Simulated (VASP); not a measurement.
Input of a VASP 6.6.1 run:

INCAR

```
PREC = Accurate
ENCUT = 520
EDIFF = 1E-6
ISMEAR = -1
SIGMA = 0.03
LREAL = False
LASPH = True
NELM = 100
ALGO = Normal
ISIF = 2
LWAVE = False
LCHARG = True
LELF = True
LVHAR = True
NBANDS = 16
```

File KPOINTS:

```
regular mesh
0
Gamma
  7 7 7
```

Contents of POSCAR:

```
AgCl
1.0
    0.0000000000      2.7350000000      2.7350000000
    2.7350000000      0.0000000000      2.7350000000
    2.7350000000      2.7350000000      0.0000000000
Ag Cl
1 1
Direct
   -0.1050000000     -0.1050000000      0.1050000000
    0.6050000000      0.6050000000      0.3950000000
```

Potentials or basis: VASP PAW LDA potentials, release 64 (Ag, Cl).

Run with:

```sh
$ cat potpaw_LDA.64/Ag/POTCAR potpaw_LDA.64/Cl/POTCAR > POTCAR
$ mpirun -np 1 vasp_std > vasp.out
```

Question: What does it give for the band gap on the k mesh?

Answer: 1.83 eV, indirect (least direct gap 2.15 eV).

Question: Predict the largest force.

Answer: 42.313 eV/Å.

Stress tensor (GPa, compression positive):
```
 -1.42   0.00   0.00
  0.00  -1.42   0.00
  0.00   0.00 264.77
```

Caveat: the cell differs from its parent crystal (shortest bond scaled by 0.58, level accurate); forces of over 1 eV/Å act on the atoms, so gaps and moduli don't describe the material at rest. A k mesh can miss the band edges.
